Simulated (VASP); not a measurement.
# I (Cmce) in VASP: further runs

I is run at these levels: PBEsol; tasks: single point.

All numbers are computed with VASP 6.6.1; they aren't measurements. Logs are shortened: lines on timing, memory, paths and dates and some standing lists are left out, and cuts for length are marked.

### Step 1. The cell of the first run

Symmetry: Cmce, No. 64, orthorhombic system. The conventional cell has a = 7.516 Å, b = 4.347 Å, c = 9.728 Å, α = 90.00°, β = 90.00°, γ = 90.00°. I (site symmetry m) has 4 I at 2.81 to 3.74 Å within 3.8 Å.

### Step 2. Single point, PBEsol

Input file INCAR:

```
  PREC = Accurate
  ENCUT = 520
  EDIFF = 1E-7
  ISMEAR = -1
  SIGMA = 0.05
  LREAL = F
  LASPH = T
  NELM = 80
  ALGO = Normal
  ISIF = 2
  LWAVE = F
  LCHARG = F
  GGA = PS
  NBANDS = 22
```

Input file KPOINTS:

```
Automatic mesh
0
Gamma
  8 8 3
```

Input file POSCAR:

```
I
1.0
    3.7582430923     -2.1733943085      0.0000000000
    3.7582430923      2.1733943085      0.0000000000
    0.0000000000      0.0000000000      9.7284995874
I
4
Direct
    0.8307187399      0.1692812601      0.1228187161
    0.6692812601      0.3307187399      0.6228187161
    0.1692812601      0.8307187399      0.8771812839
    0.3307187399      0.6692812601      0.3771812839
```

Potentials or basis: VASP PAW PBE potentials, release 64 (I).

Command:

```sh
$ cat potpaw_PBE.64/I/POTCAR > POTCAR
$ mpirun -np 1 vasp_std > vasp.out
```

OUTCAR:

```text
PREC = Accurate
   ENCUT = 520
   EDIFF = 1E-7
   ISMEAR = -1
   LREAL = F
   LASPH = T
   NELM = 80
   ISIF = 2
   GGA = PS

 ion  position               nearest neighbor table
   1  0.831  0.169  0.123-   3 2.81   4 3.29   4 3.29
   2  0.669  0.331  0.623-   4 2.81   3 3.29   3 3.29
   3  0.169  0.831  0.877-   1 2.81   2 3.29   2 3.29
   4  0.331  0.669  0.377-   2 2.81   1 3.29   1 3.29

  LATTYP: Found a base centered orthorhombic cell.
 ALAT       =     4.3467886170
 B/A-ratio  =     1.7292044419
 C/A-ratio  =     2.2380889536

  Lattice vectors:

 A1 = (  -3.7582430923,  -2.1733943085,   0.0000000000)
 A2 = (   3.7582430923,  -2.1733943085,   0.0000000000)
 A3 = (   0.0000000000,   0.0000000000,   9.7284995874)

Analysis of symmetry for initial positions (statically):
=====================================================================
 Subroutine PRICEL returns:
 Original cell was already a primitive cell.

 Routine SETGRP: Setting up the symmetry group for a
 base centered orthorhombic supercell.

 Subroutine GETGRP returns: Found  8 space group operations
 (whereof  4 operations were pure point group operations)
 out of a pool of  8 trial point group operations.

The static configuration has the point symmetry C_2h.
 The point group associated with its full space group is D_2h.

Analysis of symmetry for dynamics (positions and initial velocities):
=====================================================================
 Subroutine PRICEL returns:
 Original cell was already a primitive cell.

 Routine SETGRP: Setting up the symmetry group for a
 base centered orthorhombic supercell.

 Subroutine GETGRP returns: Found  8 space group operations
 (whereof  4 operations were pure point group operations)
 out of a pool of  8 trial point group operations.

The dynamic configuration has the point symmetry C_2h.
 The point group associated with its full space group is D_2h.

 Subroutine INISYM returns: Found  8 space group operations
 (whereof  4 operations are pure point group operations),
 and found     1 'primitive' translations

----------------------------------------------------------------------------------------

                                     Primitive cell

  volume of cell :     158.9276

  direct lattice vectors                    reciprocal lattice vectors
     3.758243092 -2.173394308  0.000000000     0.133040888 -0.230054895  0.000000000
     3.758243092  2.173394308  0.000000000     0.133040888  0.230054895  0.000000000
     0.000000000  0.000000000  9.728499587     0.000000000  0.000000000  0.102790774

  length of vectors
     4.341432248  4.341432248  9.728499587     0.265753895  0.265753895  0.102790774

  position of ions in fractional coordinates (direct lattice)
     0.830718740  0.169281260  0.122818716
     0.669281260  0.330718740  0.622818716
     0.169281260  0.830718740  0.877181284
     0.330718740  0.669281260  0.377181284

  ion indices of the primitive-cell ions
   primitive index   ion index
                 1           1
                 2           2
                 3           3
                 4           4

----------------------------------------------------------------------------------------

 KPOINTS: Automatic mesh

Automatic generation of k-mesh.
 Grid dimensions read from file:
 generate k-points for:    8    8    3

 Generating k-lattice:

  Cartesian coordinates                     Fractional coordinates (reciprocal lattice)
     0.016630111 -0.028756862  0.000000000     0.125000000  0.000000000  0.000000000
     0.016630111  0.028756862  0.000000000     0.000000000  0.125000000  0.000000000
     0.000000000  0.000000000  0.034263591     0.000000000  0.000000000  0.333333333

  Length of vectors
     0.033219237  0.033219237  0.034263591

  Shift w.r.t. Gamma in fractional coordinates (k-lattice)
     0.000000000  0.000000000  0.000000000

 Subroutine IBZKPT returns following result:
 ===========================================

 Found     42 irreducible k-points:

 Following reciprocal coordinates:
            Coordinates               Weight
  0.000000  0.000000  0.000000      1.000000
  0.125000 -0.000000  0.000000      4.000000
  0.250000 -0.000000  0.000000      4.000000
  0.375000 -0.000000  0.000000      4.000000
  0.500000 -0.000000  0.000000      2.000000
  0.125000  0.125000  0.000000      2.000000
[... 16 lines left out ...]
  0.125000 -0.000000  0.333333      8.000000
  0.250000 -0.000000  0.333333      8.000000
 [... further k-points ...]
   k-points           NKPTS =     42   k-points in BZ     NKDIM =     42   number of bands    NBANDS=     22
   number of dos      NEDOS =    301   number of ions     NIONS =      4
   total plane-waves  NPLWV =  73728
   dimension x,y,z NGX =    32 NGY =   32 NGZ =   72
   dimension x,y,z NGXF=    64 NGYF=   64 NGZF=  144
   ions per type =               4
   NGX,Y,Z   is equivalent  to a cutoff of  12.25, 12.25, 12.30 a.u.
   NGXF,Y,Z  is equivalent  to a cutoff of  24.51, 24.51, 24.61 a.u.
 SYSTEM =  unknown system
   PREC   = accura    normal or accurate (medium, high low for compatibility)
   ISTART =      0    job   : 0-new  1-cont  2-samecut
   ICHARG =      2    charge: 1-file 2-atom 10-const
   ISPIN  =      1    spin polarized calculation?
   LNONCOLLINEAR =      F non collinear calculations
   LSORBIT =      F    spin-orbit coupling
   LASPH  =      T    aspherical Exc in radial PAW
   ENCUT  =  520.0 eV  38.22 Ry    6.18 a.u.   8.07  8.07 18.09*2*pi/ulx,y,z
   NELM   =     80;   NELMIN=  2; NELMDL= -5     # of ELM steps
   EDIFF  = 0.1E-06   stopping-criterion for ELM
   LREAL  =      F    real-space projection
   EDIFFG = 0.1E-05   stopping-criterion for IOM
   NSW    =      0    number of steps for IOM
   IBRION =     -1    ionic relax: 0-MD 1-quasi-New 2-CG
   NFREE  =      0    steps in history (QN), initial steepest desc. (CG)
   ISIF   =      2    stress and relaxation
   ISYM   =      2    0-nonsym 1-usesym 2-fastsym
   POTIM  = 0.5000    time-step for ionic-motion
   TEBEG  =    0.0;   TEEND  =   0.0 temperature during run
   PSTRESS=    0.0 pullay stress
   NELECT =      28.0000    total number of electrons
   NUPDOWN=      -1.0000    fix difference up-down
   EMIN   =  10.00;   EMAX   =-10.00  energy-range for DOS
   EFERMI =   0.00;   METHOD = LEGACY
   ISMEAR =    -1;   SIGMA  =   0.05  broadening in eV -4-tet -1-fermi 0-gaus
   EFERMI_NEDOS =   21; number of points for ismear=-14 and -15
   IALGO  =     38    algorithm
   IMIX   =      4    mixing-type and parameters
     AMIX     =   0.40;   BMIX     =  1.00
     AMIX_MAG =   1.60;   BMIX_MAG =  1.00
  volume/ion in A,a.u.               =      39.73       268.12
  Fermi-wavevector in a.u.,A,eV,Ry     =   0.917757  1.734309 11.459889  0.842278
  Thomas-Fermi vector in A             =   2.042762
   LORBIT       =      0    0 simple, 1 ext, 2 COOP (PROOUT), +10 PAW based schemes
   GGA     = PS    functional components
   LHFCALC =     F    Hartree Fock is set to
   AEXX    =    0.0000 exact exchange contribution
   IVDW    =     0    specifies the selected vdW correction
   LEPSILON=     F    determine dielectric tensor
   LRPA    =     F    only Hartree local field effects (RPA)
 non-spin polarized calculation
  energy-cutoff  :      520.00
  volume of cell :      158.93
 maximum number of plane-waves:      4314
   NGX = 17   NGY = 17   NGZ = 37

 number of electron      27.9999995 magnetization

 Free energy of the ion-electron system (eV)
  ---------------------------------------------------
  ext. energy  EPLUGINS =         0.00000000
  ---------------------------------------------------
  free energy    TOTEN  =        -7.02132951 eV

  energy without entropy =       -7.02129803  energy(sigma->0) =       -7.02131377

 E-fermi :   3.6234     XC(G=0):  -8.5231

 val. band max:        3.2847318344   @ k =   0.0000   0.0000   0.0000
 cond. band min:       4.0204718024   @ k =   0.5000   0.3750   0.0000
 fundamental gap:      0.7357399680
 Fermi energy:         3.6234085057

 k-point     1 :       0.0000    0.0000    0.0000
  band No.  band energies     occupation
      1     -10.5824      2.00000
      2      -9.7339      2.00000
      3      -9.0376      2.00000
      4      -7.5092      2.00000
      5      -1.6413      2.00000
      6       0.2172      2.00000
[... 14 lines left out ...]
     21      10.4467      0.00000
     22      11.0257      0.00000

 k-point     2 :       0.1250   -0.0000    0.0000
  band No.  band energies     occupation
      1     -10.5056      2.00000
      2      -9.7023      2.00000
      3      -8.9786      2.00000
      4      -7.5743      2.00000
      5      -1.6023      2.00000
      6      -0.0190      2.00000
[... 14 lines left out ...]
     21      10.3424      0.00000
     22      10.5079      0.00000

 k-point     3 :       0.2500   -0.0000    0.0000
  band No.  band energies     occupation
      1     -10.2927      2.00000
      2      -9.6360      2.00000
      3      -8.8169      2.00000
      4      -7.7634      2.00000
      5      -1.5878      2.00000
      6      -0.7572      2.00000
[... 14 lines left out ...]
     21      10.4307      0.00000
     22      10.8699      0.00000

 k-point     4 :       0.3750   -0.0000    0.0000
  band No.  band energies     occupation
      1     -10.0020      2.00000
      2      -9.6174      2.00000
      3      -8.5904      2.00000
      4      -8.0391      2.00000
      5      -1.7315      2.00000
      6      -1.4386      2.00000
[... 14 lines left out ...]
     21      11.0132      0.00000
     22      11.6632      0.00000

 k-point     5 :       0.5000   -0.0000    0.0000
  band No.  band energies     occupation
      1      -9.7401      2.00000
      2      -9.7401      2.00000
      3      -8.3289      2.00000
      4      -8.3289      2.00000
      5      -1.7676      2.00000
      6      -1.7676      2.00000
[... 14 lines left out ...]
     21      11.5482      0.00000
     22      11.5482      0.00000

 k-point     6 :       0.1250    0.1250    0.0000
  band No.  band energies     occupation
      1     -10.5404      2.00000
      2      -9.7013      2.00000
      3      -9.0001      2.00000
      4      -7.4963      2.00000
      5      -1.6005      2.00000
      6       0.1726      2.00000
[... 14 lines left out ...]
     21      10.4173      0.00000
     22      10.8352      0.00000

 k-point     7 :       0.2500    0.1250    0.0000
  band No.  band energies     occupation
      1     -10.4293      2.00000
      2      -9.6461      2.00000
      3      -8.9115      2.00000
      4      -7.5571      2.00000
      5      -1.5374      2.00000
      6      -0.1004      2.00000
[... 324 lines left out ...]
      6      -0.9206      2.00000
[... 14 lines left out ...]
     21      10.8981      0.00000
     22      11.4443      0.00000

 k-point    21 :       0.5000    0.5000    0.0000
  band No.  band energies     occupation
      1     -10.2757      2.00000
      2      -9.4997      2.00000
      3      -8.7664      2.00000
      4      -7.4199      2.00000
      5      -1.3404      2.00000
      6      -0.7264      2.00000
[... 14 lines left out ...]
     21      11.2204      0.00000
     22      11.9638      0.00000

 k-point    22 :       0.0000    0.0000    0.3333
  band No.  band energies     occupation
      1     -10.4541      2.00000
      2     -10.0922      2.00000
      3      -8.5319      2.00000
      4      -7.8338      2.00000
      5      -1.2247      2.00000
      6      -0.3297      2.00000
[... 14 lines left out ...]
     21      10.4732      0.00000
     22      10.7115      0.00000

 k-point    23 :       0.1250   -0.0000    0.3333
  band No.  band energies     occupation
      1     -10.3815      2.00000
      2     -10.0345      2.00000
      3      -8.5134      2.00000
      4      -7.8684      2.00000
      5      -1.2877      2.00000
      6      -0.5826      2.00000
[... 14 lines left out ...]
     21      10.1814      0.00000
     22      10.3268      0.00000

 k-point    24 :       0.2500   -0.0000    0.3333
  band No.  band energies     occupation
      1     -10.1835      2.00000
      2      -9.8880      2.00000
      3      -8.4728      2.00000
      4      -7.9795      2.00000
      5      -1.4442      2.00000
      6      -1.0071      2.00000
[... 14 lines left out ...]
     21      10.1251      0.00000
     22      10.5182      0.00000

 [... further k-points ...]

------------------------ aborting loop because EDIFF is reached ----------------------------------------

  FORCE on cell =-STRESS in cart. coord.  units (eV):
  Direction    XX          YY          ZZ          XY          YZ          ZX
  --------------------------------------------------------------------------------------
  -------------------------------------------------------------------------------------
  Total        0.0278409      0.0888691     -0.1257265      0.0000000      0.0000000      0.0000000
  in kB        0.2806693      0.8959049     -1.2674716      0.0000000      0.0000000      0.0000000
  external PRESSURE =      -0.0302991 kB  Pullay stress =       0.0000000 kB

 VOLUME and BASIS-vectors are now :
 -----------------------------------------------------------------------------
  energy-cutoff  :      520.00
  volume of cell :      158.93
      direct lattice vectors                 reciprocal lattice vectors
     3.758243092 -2.173394308  0.000000000     0.133040888 -0.230054895  0.000000000
     3.758243092  2.173394308  0.000000000     0.133040888  0.230054895  0.000000000
     0.000000000  0.000000000  9.728499587     0.000000000  0.000000000  0.102790774

 POSITION                                       TOTAL-FORCE (eV/Angst)
 -----------------------------------------------------------------------------------
      3.75824     -1.43756      1.19484         0.000000      0.021942     -0.002736
      3.75824     -0.73583      6.05909         0.000000     -0.021942     -0.002736
      3.75824      1.43756      8.53366         0.000000     -0.021942      0.002736
      3.75824      0.73583      3.66941         0.000000      0.021942      0.002736
 -----------------------------------------------------------------------------------
    total drift:                                0.000000      0.000000      0.000000

  FREE ENERGIE OF THE ION-ELECTRON SYSTEM (eV)
  ---------------------------------------------------
  free  energy   TOTEN  =        -7.0213295093 eV

  energy  without entropy=       -7.0212980323  energy(sigma->0) =       -7.02131377
```

Run time: 3.1 min. Hardware: 1 thread of Intel Xeon 8259CL, shared host; peak memory 0.31 GiB.

Results:

```yaml
Free_energy: -7.0213 eV
Pressure: 0.0 GPa
Largest_force: 0.022 eV/Å
Band_gap_on_the_k_mesh: 0.74 eV (least direct gap 0.99 eV)
```

Forces in eV/Å, atoms in the order of the input:
```
I    0.000  0.022 -0.003
I    0.000 -0.022 -0.003
I    0.000 -0.022  0.003
I    0.000  0.022  0.003
```

Stress tensor (GPa, compression positive):
```
 0.03  0.00  0.00
 0.00  0.09  0.00
 0.00  0.00 -0.13
```

Caveat: semilocal functionals underestimate gaps, and a narrow one can read as zero; the PAW data sets were made with another functional, which shifts forces and pressure a little; spin-orbit coupling is left out, which moves the levels of the heavy elements.

[end of part 1 of 2]
